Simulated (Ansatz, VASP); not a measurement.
## One calculation of TeWS5, two programs

INCAR

```
SYSTEM = TeWS5
  PREC = Accurate
  ENCUT = 600
  EDIFF = 1E-7
  ISMEAR = 0
  SIGMA = 0.1
  LREAL = .FALSE.
  LASPH = .TRUE.
  NELM = 150
  ALGO = Normal
  ISIF = 3
  LWAVE = .FALSE.
  LCHARG = .FALSE.
  ISPIN = 2
  MAGMOM = -0.01 0.49 0.09 0 0 0 0
  LORBIT = 11
  LMAXMIX = 4
  GGA = PE
  IBRION = 2
  NSW = 90
  EDIFFG = -0.04
```

The input KPOINTS:

```
Automatic mesh
0
G
  4 4 2
  0 0 0
```

Contents of POSCAR:

```
TeWS5
1.0
    4.3848779900      0.0000000000      0.0000000000
    0.0000000000      4.3848779900      0.0000000000
    0.0000000000      0.0000000000      7.8571192800
Te W S
1 1 5
Direct
    0.0000000000      0.0000000000      0.0000000000
    0.5000000000      0.5000000000      0.5000000000
    0.5000000000      0.5000000000      0.0000000000
    0.5000000000      0.0000000000      0.7003319900
    0.0000000000      0.5000000000      0.7003319900
    0.5000000000      0.0000000000      0.2996680100
    0.0000000000      0.5000000000      0.2996680100
```

Input for Ansatz:

```yaml
crystal:
  lattice:
    - [4.38487799, 0.0, 0.0]
    - [0.0, 4.38487799, 0.0]
    - [0.0, 0.0, 7.85711928]
  atoms:
    - { symbol: Te, position: [0.0, 0.0, 0.0] }
    - { symbol: W, position: [0.5, 0.5, 0.5] }
    - { symbol: S, position: [0.5, 0.5, 0.0] }
    - { symbol: S, position: [0.5, 0.0, 0.70033199] }
    - { symbol: S, position: [0.0, 0.5, 0.70033199] }
    - { symbol: S, position: [0.5, 0.0, 0.29966801] }
    - { symbol: S, position: [0.0, 0.5, 0.29966801] }
basis:
  ecutwfc: 420
kpoints:
  mp_grid: { grid: [4, 4, 2] }
hamiltonian:
  xc: pbe
scf:
  occupations: { method: gaussian, width: 0.1 }
  lower_state_search: "off"
output:
  forces: true
  stress: true
  eigenvalues: true
  populations: true
magnetization:
  spin_polarized: true
relax:
  adjacent_minimum: "off"
  f_tol: 0.04
  max_steps: 70
  cell: { stress_tol: 0.4 }
```

Change from the starting cell: species swapped into the SnPPt5 type (P4/mmm, No. 123).

Alike in both runs: task relaxation of cell and atoms; functional PBE; k mesh 4 × 4 × 2; occupations gaussian, width 0.1 eV; collinear spin.

|  | VASP | Ansatz |
| --- | --- | --- |
| version | VASP 6.6.1 | Ansatz 0.2.0 |
| potentials or method | VASP PAW PBE potentials, release 64 (Te, W_sv, S), cutoff 600 eV | scalar-relativistic, plane waves, PAW |
| valence electrons in the cell | 50 | 60 |

|  | VASP | Ansatz | Ansatz less VASP |
| --- | --- | --- | --- |
| gap on the k mesh at the Fermi level, each at its own relaxed structure (eV) | none | none | - |
| net moment per atom (μB) | 0.00 | 0.11 | +0.111 |
| size of the moment on the site where the two differ most (μB) | 0.00 | 0.45 | +0.447 |
| relaxed volume (Å³/atom) | 17.60 | 18.87 | +1.272 |
| relaxed cell length with the largest relative difference (Å) | 6.347 | 7.438 | +1.0901 |

The net moments are unlike, so the other rows may belong to different states. Site moments also hang on the region over which each program counts them. A gap of «none» marks a metal or a gap that the smearing closes. VASP's potentials hold 50 valence electrons a cell and Ansatz's 60, so a difference there can come from the potentials and not from the codes. Ansatz's warnings: no starting moments.

The k mesh is coarse, so the values compare programs but aren't converged. Spin-orbit coupling is off throughout. Noted on VASP's run: the volume moved by over 15 % at a fixed basis, so the end points are rough.
